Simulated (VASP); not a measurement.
# Ge5H2 in VASP: single point with LDA

Aim: the single point of Ge5H2 with LDA.

All numbers are computed with VASP 6.6.1; they aren't measurements. Logs are shortened: lines on timing, memory, paths and dates and some standing lists are left out, and cuts for length are marked.

## 1. The cell of the first run

The cell holds a slab with vacuum, 28 atoms: a = 7.950 Å, b = 7.950 Å, c = 19.378 Å, α = 90.00°, β = 90.00°, γ = 90.00°.

## 2. Single point, LDA

Contents of INCAR:

```
SYSTEM = Ge5H2
PREC = Accurate
ENCUT = 520
EDIFF = 1E-6
ISMEAR = 0
SIGMA = 0.05
LREAL = Auto
LASPH = .True.
NELM = 60
ALGO = Normal
ISIF = 2
LWAVE = .False.
LCHARG = .False.
LDIPOL = .True.
IDIPOL = 3
DIPOL = 0.5 0.5 0.342
GGA = CA
NBANDS = 164
```

Contents of KPOINTS:

```
Automatic mesh
0
Gamma
  3 3 1
  0 0 0
```

Contents of POSCAR:

```
Ge5H2
1.0
    7.9504584305      0.0000000000      0.0000000000
    0.0000000000      7.9504584305      0.0000000000
    0.0000000000      0.0000000000     19.3782629924
Ge H
20 8
Direct
    0.5000000000      0.5000000000      0.2531929680
    0.5000000000      0.0000000000      0.2531929680
    0.0000000000      0.5000000000      0.2531929680
    0.0000000000      0.0000000000      0.2531929680
    0.7500000000      0.5000000000      0.3257204060
    0.7500000000      0.0000000000      0.3257204060
    0.2500000000      0.5000000000      0.3257204060
    0.2500000000      0.0000000000      0.3257204060
    0.7509179223      0.7480207443      0.4016845957
    0.7509179223      0.2519792557      0.4016845957
    0.2501364286      0.7466555302      0.3947020357
    0.2501364286      0.2533444698      0.3947020357
    0.0051927257      0.7246294259      0.4734933010
    0.0051927257      0.2753705741      0.4734933010
    0.4942829150      0.7645377270      0.4724533957
    0.4942829150      0.2354622730      0.4724533957
    0.1256852201      0.0000000000      0.4951144324
    0.0808511551      0.5000000000      0.5630255760
    0.4076440848      0.0000000000      0.5507138924
    0.3751458013      0.5000000000      0.5131069667
    0.5090621173      0.6542935074      0.2055986752
    0.5090621173      0.3457064926      0.2055986752
    0.5090621173      0.1542935074      0.2055986752
    0.5090621173     -0.1542935074      0.2055986752
   -0.0090621173      0.3457064926      0.2055986752
   -0.0090621173      0.6542935074      0.2055986752
   -0.0090621173     -0.1542935074      0.2055986752
   -0.0090621173      0.1542935074      0.2055986752
```

Potentials or basis: VASP PAW LDA potentials, release 64 (Ge_d, H).

Run with:

```sh
$ cat potpaw_LDA.64/Ge_d/POTCAR potpaw_LDA.64/H/POTCAR > POTCAR
$ mpirun -np 1 vasp_std > vasp.out
```

OUTCAR:

```text
SYSTEM = Ge5H2
   PREC = Accurate
   ENCUT = 520
   EDIFF = 1E-6
   ISMEAR = 0
   LREAL = Auto
   LASPH = .True.
   NELM = 60
   ISIF = 2
   GGA = CA

 ion  position               nearest neighbor table
   1  0.500  0.500  0.253-  21 1.54  22 1.54   5 2.43   7 2.43
   2  0.500  0.000  0.253-  23 1.54  24 1.54   6 2.43   8 2.43
   3  0.000  0.500  0.253-  25 1.54  26 1.54   5 2.43   7 2.43
   4  0.000  0.000  0.253-  27 1.54  28 1.54   6 2.43   8 2.43
   5  0.750  0.500  0.326-   1 2.43   3 2.43   9 2.46  10 2.46
   6  0.750  0.000  0.326-   2 2.43   4 2.43   9 2.49  10 2.49
[... 8 lines left out ...]
  15  0.494  0.765  0.472-  20 2.44  11 2.46   9 2.46  19 2.51
  16  0.494  0.235  0.472-  20 2.44  12 2.46  10 2.46  19 2.51
  17  0.126  0.000  0.495-  13 2.43  14 2.43  19 2.49
  18  0.081  0.500  0.563-  20 2.53  14 2.56  13 2.56
  19  0.408  0.000  0.551-  17 2.49  16 2.51  15 2.51
  20  0.375  0.500  0.513-  15 2.44  16 2.44  18 2.53
  21  0.509  0.654  0.206-   1 1.54
  22  0.509  0.346  0.206-   1 1.54
  23  0.509  0.154  0.206-   2 1.54
  24  0.509  0.846  0.206-   2 1.54
  25  0.991  0.346  0.206-   3 1.54
  26  0.991  0.654  0.206-   3 1.54
  27  0.991  0.846  0.206-   4 1.54
  28  0.991  0.154  0.206-   4 1.54

  LATTYP: Found a simple tetragonal cell.
 ALAT       =     7.9504584305
 C/A-ratio  =     2.4373768081

  Lattice vectors:

 A1 = (   7.9504584305,   0.0000000000,   0.0000000000)
 A2 = (   0.0000000000,   7.9504584305,   0.0000000000)
 A3 = (   0.0000000000,   0.0000000000,  19.3782629924)

Analysis of symmetry for initial positions (statically):
=====================================================================
 Subroutine PRICEL returns:
 Original cell was already a primitive cell.

 Routine SETGRP: Setting up the symmetry group for a
 simple tetragonal supercell.

 Subroutine GETGRP returns: Found  2 space group operations
 (whereof  2 operations were pure point group operations)
 out of a pool of 16 trial point group operations.

The static configuration has the point symmetry C_1h.

Analysis of symmetry for dynamics (positions and initial velocities):
=====================================================================
 Subroutine PRICEL returns:
 Original cell was already a primitive cell.

 Routine SETGRP: Setting up the symmetry group for a
 simple tetragonal supercell.

 Subroutine GETGRP returns: Found  2 space group operations
 (whereof  2 operations were pure point group operations)
 out of a pool of 16 trial point group operations.

The dynamic configuration has the point symmetry C_1h.

 Subroutine INISYM returns: Found  2 space group operations
[... 143 lines left out ...]
   ISMEAR =     0;   SIGMA  =   0.05  broadening in eV -4-tet -1-fermi 0-gaus
   EFERMI_NEDOS =   21; number of points for ismear=-14 and -15
   IALGO  =     38    algorithm
   IMIX   =      4    mixing-type and parameters
     AMIX     =   0.40;   BMIX     =  1.00
     AMIX_MAG =   1.60;   BMIX_MAG =  1.00
  volume/ion in A,a.u.               =      43.75       295.21
  Fermi-wavevector in a.u.,A,eV,Ry     =   1.010429  1.909435 13.891104  1.020967
  Thomas-Fermi vector in A             =   2.143418
   LORBIT       =      0    0 simple, 1 ext, 2 COOP (PROOUT), +10 PAW based schemes
   GGA     = CA    functional components
   LHFCALC =     F    Hartree Fock is set to
   AEXX    =    0.0000 exact exchange contribution
   IVDW    =     0    specifies the selected vdW correction
   LEPSILON=     F    determine dielectric tensor
   LRPA    =     F    only Hartree local field effects (RPA)
 non-spin polarized calculation
 Gauss-broadening in eV      SIGMA  =   0.05
  energy-cutoff  :      520.00
  volume of cell :     1224.90
 maximum number of plane-waves:     33008
 NGX is ok and might be reduce to    60
   NGX = 29   NGY = 29   NGZ = 73

 dipolmoment           0.000000      0.000000     -0.001855 electrons x Angstroem

 number of electron     287.9999932 magnetization

 dipolmoment           0.000000      0.000000      0.062416 electrons x Angstroem

 Free energy of the ion-electron system (eV)
  ---------------------------------------------------
  ext. energy  EPLUGINS =         0.00000000
  ---------------------------------------------------
  free energy    TOTEN  =      -124.31499017 eV

  energy without entropy =     -124.30223653  energy(sigma->0) =     -124.30861335

 E-fermi :  -1.3543     XC(G=0):  -4.7763

 val. band max:       -1.3868456493   @ k =   0.0000   0.0000   0.0000
 cond. band min:      -1.3407025444   @ k =   0.3333   0.0000   0.0000
 fundamental gap:      0.0461431049
 Fermi energy:        -1.3543367598

 k-point     1 :       0.0000    0.0000    0.0000
  band No.  band energies     occupation
      1     -26.0297      2.00000
      2     -25.9975      2.00000
      3     -25.9848      2.00000
      4     -25.9492      2.00000
      5     -25.9458      2.00000
      6     -25.9193      2.00000
[... 625 lines left out ...]
    155       1.8224      0.00000
    156       1.9060      0.00000
 [bands above 156 left out]

------------------------ aborting loop because EDIFF is reached ----------------------------------------

 vacuum level on the upper side and lower side of the slab       (xc-potential included)        -0.114        -0.239

  FORCE on cell =-STRESS in cart. coord.  units (eV):
  Direction    XX          YY          ZZ          XY          YZ          ZX
  --------------------------------------------------------------------------------------
  -------------------------------------------------------------------------------------
  Total       -5.2688610      7.1605718     -0.9536804      0.0000000      0.0000000     -0.0822711
  in kB       -6.8917281      9.3661066     -1.2474244      0.0000000      0.0000000     -0.1076115
  external PRESSURE =       0.4089847 kB  Pullay stress =       0.0000000 kB

 VOLUME and BASIS-vectors are now :
 -----------------------------------------------------------------------------
  energy-cutoff  :      520.00
  volume of cell :     1224.90
      direct lattice vectors                 reciprocal lattice vectors
     7.950458431  0.000000000  0.000000000     0.125778911  0.000000000  0.000000000
     0.000000000  7.950458431  0.000000000     0.000000000  0.125778911  0.000000000
     0.000000000  0.000000000 19.378262992     0.000000000  0.000000000  0.051604212

 POSITION                                       TOTAL-FORCE (eV/Angst)
 -----------------------------------------------------------------------------------
      3.97523      3.97523      4.90644         0.073332      0.000000      0.229546
      3.97523      0.00000      4.90644         0.029646      0.000000      0.257593
      0.00000      3.97523      4.90644         0.007086      0.000000      0.285492
      0.00000      0.00000      4.90644        -0.105854      0.000000      0.272147
      5.96284      3.97523      6.31190        -0.165007      0.000000      0.024196
      5.96284      0.00000      6.31190         0.134437      0.000000      0.287781
[... 20 lines left out ...]
      7.87841      6.72375      3.98415         0.055825     -0.006166     -0.000096
      7.87841      1.22670      3.98415         0.055825      0.006166     -0.000096
 -----------------------------------------------------------------------------------
    total drift:                                0.002832      0.000000     -0.017968

  FREE ENERGIE OF THE ION-ELECTRON SYSTEM (eV)
  ---------------------------------------------------
  free  energy   TOTEN  =      -124.3149901689 eV

  energy  without entropy=     -124.3022365275  energy(sigma->0) =     -124.30861335

 vacuum level on the upper side and lower side of the slab         3.376         3.248
```

OSZICAR:

```text
N       E                     dE             d eps       ncg     rms          rms(c)
DAV:   1     0.371994546245E+04    0.37199E+04   -0.13990E+05  1616   0.316E+03
DAV:   2     0.680420225217E+03   -0.30395E+04   -0.29659E+04  1576   0.845E+02
DAV:   3    -0.460733241626E+02   -0.72649E+03   -0.70113E+03  1760   0.256E+02
DAV:   4    -0.124809932899E+03   -0.78737E+02   -0.77429E+02  1504   0.945E+01
[... 19 lines left out ...]
DAV:  24    -0.124314981250E+03   -0.12658E-04   -0.12826E-06   936   0.843E-03    0.502E-04
DAV:  25    -0.124314984784E+03   -0.35342E-05   -0.50277E-07   880   0.558E-03    0.438E-04
DAV:  26    -0.124314987642E+03   -0.28587E-05   -0.36722E-07   888   0.585E-03    0.301E-04
DAV:  27    -0.124314989451E+03   -0.18087E-05   -0.24569E-07   864   0.339E-03    0.181E-04
DAV:  28    -0.124314990169E+03   -0.71777E-06   -0.13067E-07   864   0.239E-03
   1 F= -.12431499E+03 E0= -.12430861E+03  d E =-.127536E-01
```

stdout:

```text
POSCAR found type information on POSCAR GeH
 POSCAR found :  2 types and      28 ions
 scaLAPACK will be used
 LDA part: xc-table for (Slater(with rela. corr.)+CA(PZ))
 , standard interpolation
 POSCAR, INCAR and KPOINTS ok, starting setup
 FFT: planning ... GRIDC
 FFT: planning ... GRID_SOFT
 FFT: planning ... GRID
 WAVECAR not read
 entering main loop
```

Run time: 23 min. Hardware: 1 thread of AMD EPYC 9R45 (Zen 5), shared host; peak memory 1 GiB.

What came out:

```yaml
Free_energy: -124.3150 eV
Largest_force: 1.106 eV/Å
Band_gap_on_the_k_mesh: zero (bands 144 and 145 overlap by 0.05 eV)
```

Forces in eV/Å, atoms in the order of the input:
```
Ge   0.073  0.000  0.230
Ge   0.030  0.000  0.258
Ge   0.007  0.000  0.285
Ge  -0.106  0.000  0.272
Ge  -0.165  0.000  0.024
Ge   0.134  0.000  0.288
Ge  -0.062  0.000 -1.105
Ge   0.062  0.000 -0.587
Ge   0.002  0.005 -0.001
Ge   0.002 -0.005 -0.001
Ge  -0.003  0.004 -0.001
Ge  -0.003 -0.004 -0.001
Ge  -0.004 -0.010  0.011
Ge  -0.004  0.010  0.011
Ge   0.014 -0.003  0.011
Ge   0.014  0.003  0.011
Ge  -0.004  0.000  0.650
Ge  -0.002  0.000 -0.337
Ge  -0.004  0.000 -0.009
Ge  -0.008  0.000  0.013
H   -0.035 -0.010 -0.028
H   -0.035  0.010 -0.028
H   -0.017  0.021  0.021
H   -0.017 -0.021  0.021
H    0.009  0.001 -0.004
H    0.009 -0.001 -0.004
H    0.056 -0.006  0.000
H    0.056  0.006  0.000
```

Levels at points of the mesh, in eV from the Fermi level:
```csv
k point,band 141,band 142,band 143,band 144,band 145,band 146,band 147,band 148
"(0.00, 0.00, 0.00)",-0.78,-0.57,-0.32,-0.16,-0.03,0.80,0.86,1.37
```

The gap in the log of VASP goes by the Fermi energy; the results here count the filled bands.